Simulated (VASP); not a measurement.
# V: relaxation of cell and atoms with LDA

V:

```
V
1.0
    -1.51435    1.51435    1.51435
     1.51435   -1.51435    1.51435
     1.51435    1.51435   -1.51435
V
1
Cartesian
  0.0000 0.0000 0.0000
```

```json
{
 "Program": "VASP 6.6.1",
 "Task": "relaxation of cell and atoms",
 "Functional": "LDA",
 "Potentials or basis": "VASP PAW LDA potentials, release 64 (V_sv)",
 "Cutoff": "600 eV",
 "k mesh": "12 × 12 × 12",
 "Occupations": "fermi-dirac, width 0.05 eV",
 "Spin": "collinear spin, ferromagnetic start",
 "Starting moments": "[2.0] μB",
 "Dipole correction": "no",
 "Further INCAR settings": "ALGO = Normal; EDIFF = 1e-06; IBRION = 2; EDIFFG = -0.005; NSW = 80; ISIF = 3"
}
```

```
Relaxed volume                                        : 12.52 Å³/atom
Relaxed cell                                          : a = 2.534 Å, b = 2.534 Å, c = 2.534 Å, α = 109.47°, β = 109.47°, γ = 109.47°
Space group after relaxing (to 0.05 Å)                : Im-3m (No. 229)
Energy gained by relaxing                             : 81.0 meV/atom
Ionic steps                                           : 4
Pressure after relaxing                               : -0.1 GPa
Net moment                                            : 0.00 μB per cell
Valence electrons inside the program's atomic spheres : V 11.81
```

The path:
```tsv
step	energy change (eV)	largest force (eV/Å)	pressure (GPa)	volume (Å³)
1	0.0000	0.0000	-17.46	13.89
2	0.0523	0.0000	32.82	11.06
3	-0.0809	0.0000	-0.56	12.55
4	-0.0810	0.0000	-0.06	12.52
```

Final structure:
```cif
data_structure
_symmetry_space_group_name_H-M 'P 1'
_symmetry_Int_Tables_number 1
_cell_length_a 2.5339
_cell_length_b 2.5339
_cell_length_c 2.5339
_cell_angle_alpha 109.471
_cell_angle_beta 109.471
_cell_angle_gamma 109.471
_cell_volume 12.52
loop_
_atom_site_label
_atom_site_type_symbol
_atom_site_fract_x
_atom_site_fract_y
_atom_site_fract_z
_atom_site_occupancy
V1 V 0.00000 0.00000 0.00000 1
```

Levels at points of the mesh, in eV from the Fermi level:
Spin up:
```csv
k point,band 2,band 3,band 4,band 5,band 6,band 7,band 8,band 9,band 10,band 11
"(0.00, 0.00, 0.00)",-36.44,-36.44,-36.44,-6.66,0.40,0.40,0.40,2.59,2.59,21.10
"(0.50, 0.00, 0.00)",-37.61,-36.80,-36.45,-3.44,-1.30,2.02,2.62,3.00,4.54,11.14
"(0.50, 0.50, 0.50)",-37.23,-37.23,-37.23,-3.37,-3.37,4.10,4.10,4.10,10.92,10.92
```
Spin down:
```tsv
k point	band 3	band 4	band 5	band 6	band 7	band 8	band 9	band 10
(0.00, 0.00, 0.00)	-36.44	-36.44	-6.66	0.40	0.40	0.40	2.59	2.59
(0.50, 0.00, 0.00)	-36.80	-36.45	-3.44	-1.30	2.02	2.62	3.00	4.54
(0.50, 0.50, 0.50)	-37.23	-37.23	-3.37	-3.37	4.10	4.10	4.10	10.92
```

Run time: 29 s on 1 thread of Intel(R) Xeon(R) Platinum 8559C (Emerald Rapids), with other jobs on the host, peak memory 0.16 GiB.

LDA usually gives volumes a few per cent too small. Zero-point motion and thermal expansion aren't in these numbers.
